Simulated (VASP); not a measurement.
# NiO in VASP: further runs, part 2 of 2

VASP 6.6.1. The steps go on from the part before.

### 3 Single point, PBE, collinear spin, ferromagnetic start (equal xy, yz and zx shear strains of -3 %)

File INCAR:

```
SYSTEM = NiO
  PREC = Accurate
  ENCUT = 520
  EDIFF = 1E-6
  ISMEAR = -1
  SIGMA = 0.03
  LREAL = .False.
  LASPH = .True.
  NELM = 150
  ALGO = Normal
  ISIF = 2
  LWAVE = .False.
  LCHARG = .False.
  ISPIN = 2
  MAGMOM = 1.5 0
  LORBIT = 11
  LMAXMIX = 4
  GGA = PE
  NBANDS = 19
```

File KPOINTS:

```
Automatic mesh
0
Gamma
  17 17 17
  0 0 0
```

File POSCAR:

```
NiO
1.0
   -0.0627393000      2.0599403500      2.0599403500
    2.0599403500     -0.0627393000      2.0599403500
    2.0599403500      2.0599403500     -0.0627393000
Ni O
1 1
Direct
    0.0000000000      0.0000000000      0.0000000000
    0.5000000000      0.5000000000      0.5000000000
```

Potentials or basis: VASP PAW PBE potentials, release 64 (Ni, O).

The run is started by

```sh
$ cat potpaw_PBE.64/Ni/POTCAR potpaw_PBE.64/O/POTCAR > POTCAR
$ mpirun -np 1 vasp_std > vasp.out
```

OUTCAR:

```text
SYSTEM = NiO
   PREC = Accurate
   ENCUT = 520
   EDIFF = 1E-6
   ISMEAR = -1
   LREAL = .False.
   LASPH = .True.
   NELM = 150
   ISIF = 2
   ISPIN = 2
   LORBIT = 11
   GGA = PE

 ion  position               nearest neighbor table
   1  0.000  0.000  0.000-   2 2.09   2 2.09   2 2.09   2 2.09   2 2.09   2 2.09
   2  0.500  0.500  0.500-   1 2.09   1 2.09   1 2.09   1 2.09   1 2.09   1 2.09

  LATTYP: Found a trigonal (rhomboedric) cell.
 ALAT       =     2.9138710869
 COS(alpha) =     0.4693254694

  Lattice vectors:

 A1 = (  -0.0627393000,   2.0599403500,   2.0599403500)
 A2 = (   2.0599403500,  -0.0627393000,   2.0599403500)
 A3 = (   2.0599403500,   2.0599403500,  -0.0627393000)

Analysis of symmetry for initial positions (statically):
=====================================================================
 Subroutine PRICEL returns:
 Original cell was already a primitive cell.

 Routine SETGRP: Setting up the symmetry group for a
 trigonal (rhombohedral) supercell.

 Subroutine GETGRP returns: Found 12 space group operations
[... 720 lines left out ...]
 k-point     1 :       0.0000    0.0000    0.0000
  band No.  band energies     occupation
      1     -12.0686      1.00000
      2       5.2467      1.00000
      3       5.2467      1.00000
      4       5.5636      1.00000
      5       5.9347      1.00000
      6       5.9348      1.00000
[... 517 lines left out ...]
     18      36.0804      0.00000
     19      37.7992      0.00000

 [... further k-points ...]
[... 5 lines left out ...]
  --------------------------------------------------------------------------------------
  -------------------------------------------------------------------------------------
  Total        0.4235454      0.4235454      0.4235454      0.1932474      0.1932474      0.1932474
  in kB       37.1211587     37.1211587     37.1211587     16.9369521     16.9369521     16.9369521
  external PRESSURE =      37.1211587 kB  Pullay stress =       0.0000000 kB

 VOLUME and BASIS-vectors are now :
 -----------------------------------------------------------------------------
  energy-cutoff  :      520.00
  volume of cell :       18.28
      direct lattice vectors                 reciprocal lattice vectors
    -0.062739300  2.059940350  2.059940350    -0.231908777  0.239193869  0.239193869
     2.059940350 -0.062739300  2.059940350     0.239193869 -0.231908777  0.239193869
     2.059940350  2.059940350 -0.062739300     0.239193869  0.239193869 -0.231908777

 POSITION                                       TOTAL-FORCE (eV/Angst)
 -----------------------------------------------------------------------------------
      0.00000      0.00000      0.00000         0.000000      0.000000      0.000000
      2.02857      2.02857      2.02857        -0.000000     -0.000000     -0.000000
 -----------------------------------------------------------------------------------
    total drift:                                0.000000     -0.000000     -0.000000

  FREE ENERGIE OF THE ION-ELECTRON SYSTEM (eV)
  ---------------------------------------------------
  free  energy   TOTEN  =       -11.4664601014 eV

  energy  without entropy=      -11.4629450859  energy(sigma->0) =      -11.46470259

 total charge

# of ion       s       p       d       tot
------------------------------------------
    1        0.331   0.401   8.248   8.980
    2        1.557   3.419   0.000   4.976
--------------------------------------------------
tot          1.888   3.820   8.248  13.955

 magnetization (x)

# of ion       s       p       d       tot
------------------------------------------
    1        0.011   0.015   1.384   1.410
    2        0.028   0.231   0.000   0.258
--------------------------------------------------
tot          0.039   0.246   1.384   1.668
```

Run time: 4.7 min. Hardware: 1 thread of Intel Xeon Platinum 8375C at 2.90GHz (Ice Lake), shared host; peak memory 0.36 GiB.

What came out:

```yaml
Free_energy: -11.4665 eV
Pressure: 3.7 GPa
Net_moment: 1.71 μB per cell
Site_moments: Ni +1.41; O +0.26 μB
Valence_electrons_inside_the_program's_atomic_spheres: Ni 8.98; O 4.98
```

Stress tensor (GPa, compression positive):
```
3.71 1.69 1.69
1.69 3.71 1.69
1.69 1.69 3.71
```

Caveat: the cell differs from its parent crystal (equal xy, yz and zx shear strains of -3 %); a cell with one magnetic atom can't hold antiferromagnetic order, which such compounds often take; semilocal functionals often make such compounds metallic where correlation or magnetic order opens a gap, which also shifts bond lengths.

### 4 Single point, PBE, collinear spin, ferromagnetic start (volume scaled by 0.94)

INCAR is that of step 3.

File KPOINTS:

```
regular mesh
0
Gamma
  17 17 17
  0 0 0
```

File POSCAR:

```
NiO
1.0
    0.0000000000      2.0486182250      2.0486182250
    2.0486182250      0.0000000000      2.0486182250
    2.0486182250      2.0486182250      0.0000000000
Ni O
1 1
Direct
    0.0000000000      0.0000000000      0.0000000000
    0.5000000000      0.5000000000      0.5000000000
```

The run is started by

```sh
$ cat potpaw_PBE.64/Ni/POTCAR potpaw_PBE.64/O/POTCAR > POTCAR
$ mpirun -np 1 vasp_std > vasp.out
```

It took 44 s on 1 thread of Intel Xeon 6975P-C (Granite Rapids), shared host; peak memory 0.21 GiB.

It converged, with:

* Free energy: -11.4066 eV
* Pressure: 16.4 GPa
* Net moment: 1.50 μB per cell
* Site moments: Ni +1.25; O +0.21 μB
* Valence electrons inside the program's atomic spheres: Ni 9.11; O 5.00

Levels at points of the mesh, in eV from the Fermi level:
Spin up:
| k point | band 5 | band 6 | band 7 | band 8 | band 9 | band 10 | band 11 | band 12 | band 13 | band 14 |
| --- | --- | --- | --- | --- | --- | --- | --- | --- | --- | --- |
| (0.00, 0.00, 0.00) | -3.07 | -3.07 | -2.73 | -2.73 | -2.73 | 1.81 | 17.96 | 19.33 | 19.33 | 19.33 |
Spin down:
```
           k point  band 3  band 4  band 5  band 6  band 7  band 8  band 9  band 10  band 11  band 12
(0.00, 0.00, 0.00)   -2.93   -2.93   -2.03   -2.03   -2.03   -0.88   -0.88     2.11    17.92    19.53
```

Caveat: a cell with one magnetic atom can't hold antiferromagnetic order, which such compounds often take; semilocal functionals often make such compounds metallic where correlation or magnetic order opens a gap, which also shifts bond lengths.

### 5 Single point, PBE, collinear spin, ferromagnetic start (volume scaled by 0.96)

File INCAR:

```
SYSTEM = NiO
PREC     = Accurate       ! precision mode
ENCUT    = 520            ! plane-wave cutoff, eV
EDIFF    = 1E-6           ! SCF threshold, eV
ISMEAR   = -1             ! smearing method
SIGMA    = 0.03           ! smearing width, eV
LREAL    = .FALSE.        ! projectors in reciprocal space
LASPH    = .TRUE.         ! aspherical terms in the spheres
NELM     = 150            ! most SCF steps
ALGO     = Normal         ! electronic algorithm
ISIF     = 2              ! what is computed and relaxed
LWAVE    = .FALSE.        ! write WAVECAR
LCHARG   = .FALSE.        ! write CHGCAR
ISPIN    = 2              ! spin polarisation
MAGMOM   = 1.5 0          ! initial moments
LORBIT   = 11             ! projections on sites
LMAXMIX  = 4              ! l up to which the mixer works
GGA      = PE             ! functional
NBANDS   = 19             ! bands
```

File KPOINTS:

```
regular mesh
0
G
  17 17 17
  0 0 0
```

File POSCAR:

```
NiO
1.0
    0.0000000000      2.0630455893      2.0630455893
    2.0630455893      0.0000000000      2.0630455893
    2.0630455893      2.0630455893      0.0000000000
Ni O
1 1
Direct
    0.0000000000      0.0000000000      0.0000000000
    0.5000000000      0.5000000000      0.5000000000
```

Potentials or basis: VASP PAW PBE potentials, release 64 (Ni, O).

The run is started by

```sh
$ cat potpaw_PBE.64/Ni/POTCAR potpaw_PBE.64/O/POTCAR > POTCAR
$ mpirun -np 1 vasp_std > vasp.out
```

OUTCAR:

```text
SYSTEM = NiO
   PREC = Accurate
   ENCUT = 520
   EDIFF = 1E-6
   ISMEAR = -1
   LREAL = .FALSE.
   LASPH = .TRUE.
   NELM = 150
   ISIF = 2
   ISPIN = 2
   LORBIT = 11
   GGA = PE

 ion  position               nearest neighbor table
   1  0.000  0.000  0.000-   2 2.06   2 2.06   2 2.06   2 2.06   2 2.06   2 2.06
   2  0.500  0.500  0.500-   1 2.06   1 2.06   1 2.06   1 2.06   1 2.06   1 2.06

  LATTYP: Found a face centered cubic cell.
 ALAT       =     4.1260911786

  Lattice vectors:

 A1 = (   0.0000000000,   2.0630455893,   2.0630455893)
 A2 = (   2.0630455893,   0.0000000000,   2.0630455893)
 A3 = (   2.0630455893,   2.0630455893,   0.0000000000)
[... 1269 lines left out ...]

 VOLUME and BASIS-vectors are now :
 -----------------------------------------------------------------------------
  energy-cutoff  :      520.00
  volume of cell :       17.56
      direct lattice vectors                 reciprocal lattice vectors
     0.000000000  2.063045589  2.063045589    -0.242360131  0.242360131  0.242360131
     2.063045589  0.000000000  2.063045589     0.242360131 -0.242360131  0.242360131
     2.063045589  2.063045589  0.000000000     0.242360131  0.242360131 -0.242360131

 POSITION                                       TOTAL-FORCE (eV/Angst)
 -----------------------------------------------------------------------------------
      0.00000      0.00000      0.00000        -0.000000      0.000000      0.000000
      2.06305      2.06305      2.06305         0.000000      0.000000     -0.000000
 -----------------------------------------------------------------------------------
    total drift:                                0.000000     -0.000000     -0.000000

  FREE ENERGIE OF THE ION-ELECTRON SYSTEM (eV)
  ---------------------------------------------------
  free  energy   TOTEN  =       -11.4393172219 eV

  energy  without entropy=      -11.4353364876  energy(sigma->0) =      -11.43732685

 total charge

# of ion       s       p       d       tot
------------------------------------------
    1        0.343   0.433   8.287   9.063
    2        1.558   3.436   0.000   4.994
--------------------------------------------------
tot          1.901   3.868   8.287  14.057

 magnetization (x)

# of ion       s       p       d       tot
------------------------------------------
    1        0.012   0.016   1.293   1.320
    2        0.028   0.203   0.000   0.232
--------------------------------------------------
tot          0.040   0.219   1.293   1.552
```

OSZICAR:

```text
N       E                     dE             d eps       ncg     rms          rms(c)
DAV:   1     0.853992401551E+02    0.85399E+02   -0.70159E+03 13349   0.105E+03
DAV:   2    -0.847995324044E+01   -0.93879E+02   -0.81755E+02 13011   0.238E+02
DAV:   3    -0.136064661616E+02   -0.51265E+01   -0.49074E+01 14389   0.562E+01
DAV:   4    -0.136512255513E+02   -0.44759E-01   -0.44706E-01 14001   0.512E+00
DAV:   5    -0.136518904764E+02   -0.66493E-03   -0.66487E-03 14326   0.620E-01    0.155E+01
DAV:   6    -0.125210931841E+02    0.11308E+01   -0.11068E+01 16461   0.593E+01    0.175E+01
DAV:   7    -0.114700070950E+02    0.10511E+01   -0.35969E+00 15992   0.454E+01    0.641E+00
DAV:   8    -0.114386792401E+02    0.31328E-01   -0.18478E-01 16346   0.649E+00    0.369E+00
DAV:   9    -0.114389293346E+02   -0.25009E-03   -0.20811E-02 18280   0.206E+00    0.874E-01
DAV:  10    -0.114391782031E+02   -0.24887E-03   -0.28934E-03 13752   0.634E-01    0.191E-01
DAV:  11    -0.114393015374E+02   -0.12333E-03   -0.16656E-04 17182   0.225E-01    0.131E-01
DAV:  12    -0.114393055734E+02   -0.40360E-05   -0.12944E-04 16800   0.267E-01    0.418E-02
DAV:  13    -0.114393195880E+02   -0.14015E-04   -0.30470E-05 14456   0.635E-02    0.232E-02
DAV:  14    -0.114393174701E+02    0.21179E-05   -0.45328E-06 14865   0.502E-02    0.889E-03
DAV:  15    -0.114393172219E+02    0.24821E-06   -0.19036E-06 10996   0.209E-02
   1 F= -.11439317E+02 E0= -.11437327E+02  d E =-.398073E-02  mag=     1.5903
```

Wall time 42 s (1 thread of Intel Xeon 6975P-C (Granite Rapids), shared host); peak memory 0.21 GiB.

What came out:

| Quantity | Value |
| --- | --- |
| Free energy | -11.4393 eV |
| Pressure | 11.9 GPa |
| Net moment | 1.59 μB per cell |
| Site moments | Ni +1.32; O +0.23 μB |
| Valence electrons inside the program's atomic spheres | Ni 9.06; O 4.99 |

Caveat: a cell with one magnetic atom can't hold antiferromagnetic order, which such compounds often take; semilocal functionals often make such compounds metallic where correlation or magnetic order opens a gap, which also shifts bond lengths.

### 6 Summary

```tsv
cell	gap on the mesh (eV)	pressure (GPa)	moment (μB)
a = 2.928, b = 2.928, c = 2.898 Å, angles 60.3, 60.3, 59.3°, 2 atoms	none	11.9	1.58
a = 2.914 Å, angles 62.0°, 2 atoms	none	3.7	1.71
a = 2.897 Å, angles 60.0°, 2 atoms	none	16.4	1.50
a = 2.918 Å, angles 60.0°, 2 atoms	none	11.9	1.59
```

Alike in all rows: task single point; level PBE; potentials or basis VASP PAW PBE potentials, release 64 (Ni, O); spin collinear, ferromagnetic start; k mesh 17 × 17 × 17; cutoff (eV) 520; smearing fermi-dirac 0.03 eV.

Caveats: a cell with one magnetic atom can't hold antiferromagnetic order, which such compounds often take; semilocal functionals often make such compounds metallic where correlation or magnetic order opens a gap, which also shifts bond lengths.

Absolute energies hang on the potentials; compare differences alone.
